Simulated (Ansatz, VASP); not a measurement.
## Two plane-wave programs on MgO

INCAR

```
SYSTEM = MgO
  ALGO = Normal
  EDIFF = 1E-6
  ENCUT = 520
  GGA = PE
  ISIF = 2
  ISMEAR = -1
  LASPH = .True.
  LCHARG = .False.
  LREAL = .False.
  LWAVE = .False.
  NBANDS = 11
  NELM = 60
  PREC = Accurate
  SIGMA = 0.02
```

Contents of KPOINTS:

```
k-points
0
Gamma
  10 10 10
  0 0 0
```

POSCAR

```
MgO
1.0
    2.6233491278      0.0400060742      0.0000000000
    0.0400060742      2.6233491278      0.0000000000
    0.0000000000      0.0000000000      2.6233491278
Mg O
1 1
Direct
    0.0000000000      0.0000000000      0.0000000000
    0.5000000000      0.5000000000      0.5000000000
```

Input for Ansatz:

```yaml
crystal:
  lattice:
    - [2.6233491278, 0.0400060742, 0.0]
    - [0.0400060742, 2.6233491278, 0.0]
    - [0.0, 0.0, 2.6233491278]
  atoms:
    - { symbol: Mg, position: [0.0, 0.0, 0.0] }
    - { symbol: O, position: [0.5, 0.5, 0.5] }
kpoints:
  mp_grid: { grid: [10, 10, 10] }
  band_path:
    path: [[0.0, 0.0, 0.0], [0.0, 0.5, 0.0], [0.5, 0.5, 0.0], [0.5, 0.5, 0.5]]
    npoints: 1
hamiltonian:
  xc: pbe
scf:
  occupations: { method: fermi_dirac, width: 0.02 }
  n_extra_bands: 4
output:
  forces: true
  stress: true
  eigenvalues: true
```

Change from the starting cell: shear_xy strain +3.0%.

Alike in both runs: task single point; functional PBE; k mesh 10 × 10 × 10; occupations fermi-dirac, width 0.02 eV; no spin polarisation.

|  | VASP | Ansatz |
| --- | --- | --- |
| version | VASP 6.6.1 | Ansatz 0.2.0 |
| potentials or method | VASP PAW PBE potentials, release 64 (Mg, O) | plane waves, PAW |
| plane-wave cutoff (eV) | 520 | 420 |
| valence electrons in the cell | 8 | 16 |

Ansatz gave:

```
gap on the k mesh at the Fermi level (eV)                     : 2.65
pressure (GPa)                                                : 6.3
traceless stress, the component that is largest in VASP (GPa) : 1.66
```

**Question.** Which values does VASP return?

**Answer.** gap on the k mesh at the Fermi level (eV): 2.63; pressure (GPa): 5.6; traceless stress, the component that is largest in VASP (GPa): 1.67.

VASP's potentials hold 8 valence electrons a cell and Ansatz's 16, so a difference there can come from the potentials and not from the codes.
